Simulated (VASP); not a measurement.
# NaH (Fm-3m) in VASP: a series of runs

NaH is run at these levels: PBE+D3(BJ); tasks: single point, relaxation of cell and atoms.

Everything below comes from runs of VASP 6.6.1. Logs are shortened: lines on timing, memory, paths and dates and some standing lists are left out, and cuts for length are marked.

## (1) The cell of the first run

It takes space group Fm-3m (No. 225, cubic). Conventional cell: a = 4.717 Å, b = 4.717 Å, c = 4.717 Å, α = 90.00°, β = 90.00°, γ = 90.00°. Within 3.1 Å of Na (site symmetry m-3m) lie 6 H at 2.36 Å. Within 3.1 Å of H (site symmetry m-3m) lie 6 Na at 2.36 Å.

## (2) Single point, PBE+D3(BJ)

File INCAR:

```
ALGO = Normal
EDIFF = 1E-6
ENCUT = 500
GGA = PE
GGA_COMPAT = F
ISIF = 2
ISMEAR = 0
IVDW = 12
LASPH = T
LCHARG = F
LREAL = F
LWAVE = F
NBANDS = 11
NELM = 120
PREC = Accurate
SIGMA = 0.02
```

File KPOINTS:

```
k-points
0
Gamma
  8 8 8
```

File POSCAR:

```
NaH
1.0
    0.0000000000      2.3587021286      2.3587021286
    2.3587021286      0.0000000000      2.3587021286
    2.3587021286      2.3587021286      0.0000000000
Na H
1 1
Direct
    0.0000000000      0.0000000000      0.0000000000
    0.5000000000      0.5000000000      0.5000000000
```

Potentials or basis: VASP PAW PBE potentials, release 64 (Na_pv, H).

Started as:

```
$ cat potpaw_PBE.64/Na_pv/POTCAR potpaw_PBE.64/H/POTCAR > POTCAR
$ mpirun -np 1 vasp_std > vasp.out
```

OUTCAR:

```text
EDIFF = 1E-6
   ENCUT = 500
   GGA = PE
   ISIF = 2
   ISMEAR = 0
   IVDW = 12
   LASPH = T
   LREAL = F
   NELM = 120
   PREC = Accurate
 IVDW          = 12

 ion  position               nearest neighbor table
   1  0.000  0.000  0.000-
   2  0.500  0.500  0.500-

  LATTYP: Found a face centered cubic cell.
 ALAT       =     4.7174042572

  Lattice vectors:

 A1 = (   0.0000000000,   2.3587021286,   2.3587021286)
 A2 = (   2.3587021286,   0.0000000000,   2.3587021286)
 A3 = (   2.3587021286,   2.3587021286,   0.0000000000)

Analysis of symmetry for initial positions (statically):
=====================================================================
 Subroutine PRICEL returns:
 Original cell was already a primitive cell.

 Routine SETGRP: Setting up the symmetry group for a
 face centered cubic supercell.

 Subroutine GETGRP returns: Found 48 space group operations
 (whereof 48 operations were pure point group operations)
 out of a pool of 48 trial point group operations.

The static configuration has the point symmetry O_h .

Analysis of symmetry for dynamics (positions and initial velocities):
=====================================================================
 Subroutine PRICEL returns:
 Original cell was already a primitive cell.

 Routine SETGRP: Setting up the symmetry group for a
 face centered cubic supercell.

 Subroutine GETGRP returns: Found 48 space group operations
 (whereof 48 operations were pure point group operations)
 out of a pool of 48 trial point group operations.

The dynamic configuration has the point symmetry O_h .

 Subroutine INISYM returns: Found 48 space group operations
 (whereof 48 operations are pure point group operations),
 and found     1 'primitive' translations

----------------------------------------------------------------------------------------

                                     Primitive cell

  volume of cell :      26.2452

  direct lattice vectors                    reciprocal lattice vectors
     0.000000000  2.358702129  2.358702129    -0.211980985  0.211980985  0.211980985
     2.358702129  0.000000000  2.358702129     0.211980985 -0.211980985  0.211980985
     2.358702129  2.358702129  0.000000000     0.211980985  0.211980985 -0.211980985

  length of vectors
     3.335708540  3.335708540  3.335708540     0.367161836  0.367161836  0.367161836

  position of ions in fractional coordinates (direct lattice)
     0.000000000  0.000000000  0.000000000
     0.500000000  0.500000000  0.500000000

  ion indices of the primitive-cell ions
   primitive index   ion index
                 1           1
                 2           2

----------------------------------------------------------------------------------------

 KPOINTS: k-points

Automatic generation of k-mesh.
 Grid dimensions read from file:
 generate k-points for:    8    8    8

 Generating k-lattice:

  Cartesian coordinates                     Fractional coordinates (reciprocal lattice)
    -0.026497623  0.026497623  0.026497623     0.125000000  0.000000000  0.000000000
     0.026497623 -0.026497623  0.026497623     0.000000000  0.125000000  0.000000000
     0.026497623  0.026497623 -0.026497623     0.000000000  0.000000000  0.125000000

  Length of vectors
     0.045895229  0.045895229  0.045895229

  Shift w.r.t. Gamma in fractional coordinates (k-lattice)
     0.000000000  0.000000000  0.000000000

 Subroutine IBZKPT returns following result:
 ===========================================

 Found     29 irreducible k-points:

 Following reciprocal coordinates:
            Coordinates               Weight
  0.000000  0.000000  0.000000      1.000000
  0.125000  0.000000  0.000000      8.000000
  0.250000  0.000000  0.000000      8.000000
  0.375000  0.000000  0.000000      8.000000
  0.500000  0.000000  0.000000      4.000000
  0.125000  0.125000  0.000000      6.000000
[... 16 lines left out ...]
  0.500000  0.250000  0.125000     48.000000
 -0.375000  0.250000  0.125000     24.000000
 [... further k-points ...]
   k-points           NKPTS =     29   k-points in BZ     NKDIM =     29   number of bands    NBANDS=     11
   number of dos      NEDOS =    301   number of ions     NIONS =      2
   total plane-waves  NPLWV =  13824
   dimension x,y,z NGX =    24 NGY =   24 NGZ =   24
   dimension x,y,z NGXF=    48 NGYF=   48 NGZF=   48
   ions per type =               1   1
   NGX,Y,Z   is equivalent  to a cutoff of  11.96, 11.96, 11.96 a.u.
   NGXF,Y,Z  is equivalent  to a cutoff of  23.92, 23.92, 23.92 a.u.
 SYSTEM =  unknown system
   PREC   = accura    normal or accurate (medium, high low for compatibility)
   ISTART =      0    job   : 0-new  1-cont  2-samecut
   ICHARG =      2    charge: 1-file 2-atom 10-const
   ISPIN  =      1    spin polarized calculation?
   LNONCOLLINEAR =      F non collinear calculations
   LSORBIT =      F    spin-orbit coupling
   LASPH  =      T    aspherical Exc in radial PAW
   ENCUT  =  500.0 eV  36.75 Ry    6.06 a.u.   6.08  6.08  6.08*2*pi/ulx,y,z
   NELM   =    120;   NELMIN=  2; NELMDL= -5     # of ELM steps
   EDIFF  = 0.1E-05   stopping-criterion for ELM
   LREAL  =      F    real-space projection
   EDIFFG = 0.1E-04   stopping-criterion for IOM
   NSW    =      0    number of steps for IOM
   IBRION =     -1    ionic relax: 0-MD 1-quasi-New 2-CG
   NFREE  =      0    steps in history (QN), initial steepest desc. (CG)
   ISIF   =      2    stress and relaxation
   ISYM   =      2    0-nonsym 1-usesym 2-fastsym
   POTIM  = 0.5000    time-step for ionic-motion
   TEBEG  =    0.0;   TEEND  =   0.0 temperature during run
   PSTRESS=    0.0 pullay stress
   NELECT =       8.0000    total number of electrons
   NUPDOWN=      -1.0000    fix difference up-down
   EMIN   =  10.00;   EMAX   =-10.00  energy-range for DOS
   EFERMI =   0.00;   METHOD = LEGACY
   ISMEAR =     0;   SIGMA  =   0.02  broadening in eV -4-tet -1-fermi 0-gaus
   EFERMI_NEDOS =   21; number of points for ismear=-14 and -15
   IALGO  =     38    algorithm
   IMIX   =      4    mixing-type and parameters
     AMIX     =   0.40;   BMIX     =  1.00
     AMIX_MAG =   1.60;   BMIX_MAG =  1.00
  volume/ion in A,a.u.               =      13.12        88.56
  Fermi-wavevector in a.u.,A,eV,Ry     =   1.101764  2.082031 16.515879  1.213883
  Thomas-Fermi vector in A             =   2.238196
   LORBIT       =      0    0 simple, 1 ext, 2 COOP (PROOUT), +10 PAW based schemes
   GGA     = PE    functional components
   LHFCALC =     F    Hartree Fock is set to
   AEXX    =    0.0000 exact exchange contribution
   IVDW    =    12    specifies the selected vdW correction
   LEPSILON=     F    determine dielectric tensor
   LRPA    =     F    only Hartree local field effects (RPA)
 non-spin polarized calculation
 Gauss-broadening in eV      SIGMA  =   0.02
  energy-cutoff  :      500.00
  volume of cell :       26.25
 maximum number of plane-waves:       684
   NGX = 13   NGY = 13   NGZ = 13

 number of electron       8.0000009 magnetization

 Free energy of the ion-electron system (eV)
  ---------------------------------------------------
  ext. energy  EPLUGINS =         0.00000000
  ---------------------------------------------------
  free energy    TOTEN  =        -5.07590976 eV

  energy without entropy =       -5.07590976  energy(sigma->0) =       -5.07590976

 E-fermi :  -0.7174     XC(G=0):  -8.0162

 val. band max:       -0.8739716310   @ k =  -0.2500   0.5000   0.2500
 cond. band min:       3.0087449867   @ k =   0.5000   0.0000   0.0000
 fundamental gap:      3.8827166177
 Fermi energy:        -0.7173811598

 k-point     1 :       0.0000    0.0000    0.0000
  band No.  band energies     occupation
      1     -22.8531      2.00000
      2     -22.8531      2.00000
      3     -22.8530      2.00000
      4      -4.6986      2.00000
      5      10.1983      0.00000
      6      15.2745      0.00000
      7      15.2745      0.00000
      8      15.2745      0.00000
      9      16.3165      0.00000
     10      16.3165      0.00000
     11      16.3165      0.00000

 k-point     2 :       0.1250    0.0000    0.0000
  band No.  band energies     occupation
      1     -22.8710      2.00000
      2     -22.8551      2.00000
      3     -22.8551      2.00000
      4      -4.4138      2.00000
      5       9.2169      0.00000
      6      12.6153      0.00000
      7      14.4794      0.00000
      8      14.4794      0.00000
      9      17.2516      0.00000
     10      17.2516      0.00000
     11      17.4637      0.00000

 k-point     3 :       0.2500    0.0000    0.0000
  band No.  band energies     occupation
      1     -22.9136      2.00000
      2     -22.8601      2.00000
      3     -22.8601      2.00000
      4      -3.6050      2.00000
      5       6.6936      0.00000
      6      11.1590      0.00000
      7      13.6494      0.00000
      8      13.6494      0.00000
      9      17.2772      0.00000
     10      17.2772      0.00000
     11      18.7821      0.00000

 k-point     4 :       0.3750    0.0000    0.0000
  band No.  band energies     occupation
      1     -22.9556      2.00000
      2     -22.8651      2.00000
      3     -22.8651      2.00000
      4      -2.4715      2.00000
      5       4.1942      0.00000
      6      10.5797      0.00000
      7      13.1375      0.00000
      8      13.1375      0.00000
      9      16.5709      0.00000
     10      16.5709      0.00000
     11      19.1077      0.00000

 k-point     5 :       0.5000    0.0000    0.0000
  band No.  band energies     occupation
      1     -22.9728      2.00000
      2     -22.8672      2.00000
      3     -22.8672      2.00000
      4      -1.7643      2.00000
      5       3.0087      0.00000
      6      10.4160      0.00000
      7      12.9649      0.00000
      8      12.9649      0.00000
      9      16.2947      0.00000
     10      16.2947      0.00000
     11      18.9645      0.00000
[... 211 lines left out ...]
 k-point    21 :       0.5000    0.5000    0.0000
  band No.  band energies     occupation
      1     -22.9592      2.00000
      2     -22.8931      2.00000
      3     -22.8931      2.00000
      4      -1.0677      2.00000
      5       3.9106      0.00000
      6       9.4295      0.00000
      7      10.2576      0.00000
      8      10.2576      0.00000
      9      11.6615      0.00000
     10      24.0341      0.00000
     11      25.7350      0.00000

 k-point    22 :       0.3750    0.2500    0.1250
  band No.  band energies     occupation
      1     -22.9232      2.00000
      2     -22.8808      2.00000
      3     -22.8669      2.00000
      4      -2.9562      2.00000
      5       6.3202      0.00000
      6       8.6718      0.00000
      7      11.8914      0.00000
      8      14.8006      0.00000
      9      15.2990      0.00000
     10      17.9738      0.00000
     11      20.7067      0.00000

 k-point    23 :       0.5000    0.2500    0.1250
  band No.  band energies     occupation
      1     -22.9450      2.00000
      2     -22.8930      2.00000
      3     -22.8732      2.00000
      4      -1.9583      2.00000
      5       4.7334      0.00000
      6       7.4911      0.00000
      7      10.9954      0.00000
      8      14.8162      0.00000
      9      16.0957      0.00000
     10      18.2296      0.00000
     11      20.4851      0.00000

 k-point    24 :      -0.3750    0.2500    0.1250
  band No.  band energies     occupation
      1     -22.9543      2.00000
      2     -22.8967      2.00000
      3     -22.8767      2.00000
      4      -1.3772      2.00000
      5       3.8285      0.00000
      6       7.2311      0.00000
      7      10.6285      0.00000
      8      14.7619      0.00000
      9      15.9616      0.00000
     10      19.3371      0.00000
     11      21.5372      0.00000

 [... further k-points ...]

------------------------ aborting loop because EDIFF is reached ----------------------------------------

 Edisp (eV)   -0.30862

 E8    (eV) :    -0.1337

  FORCE on cell =-STRESS in cart. coord.  units (eV):
  Direction    XX          YY          ZZ          XY          YZ          ZX
  --------------------------------------------------------------------------------------
  -------------------------------------------------------------------------------------
  Total      -0.00975    -0.00975    -0.00975     0.00000     0.00000     0.00000
  in kB      -0.59544    -0.59544    -0.59544     0.00000     0.00000     0.00000
  external pressure =       -0.60 kB  Pullay stress =        0.00 kB

 VOLUME and BASIS-vectors are now :
 -----------------------------------------------------------------------------
  energy-cutoff  :      500.00
  volume of cell :       26.25
      direct lattice vectors                 reciprocal lattice vectors
     0.000000000  2.358702129  2.358702129    -0.211980985  0.211980985  0.211980985
     2.358702129  0.000000000  2.358702129     0.211980985 -0.211980985  0.211980985
     2.358702129  2.358702129  0.000000000     0.211980985  0.211980985 -0.211980985

 POSITION                                       TOTAL-FORCE (eV/Angst)
 -----------------------------------------------------------------------------------
      0.00000      0.00000      0.00000         0.000000      0.000000      0.000000
      2.35870      2.35870      2.35870         0.000000      0.000000      0.000000
 -----------------------------------------------------------------------------------
    total drift:                                0.000000     -0.000000     -0.000000

  FREE ENERGIE OF THE ION-ELECTRON SYSTEM (eV)
  ---------------------------------------------------
  free  energy   TOTEN  =        -5.3845259571 eV

  energy  without entropy=       -5.3845259571  energy(sigma->0) =       -5.38452596
```

Run time: 9.8 s. Hardware: 1 thread of Intel Xeon 8259CL, shared host; peak memory 0.14 GiB.

Results:

```
Free energy                : -5.3845 eV
Pressure                   : -0.1 GPa
Band gap on the k mesh     : 3.88 eV, indirect (least direct gap 4.77 eV)
Dispersion energy per atom : -0.154 eV
```

(Continued in part 2 of 2.)
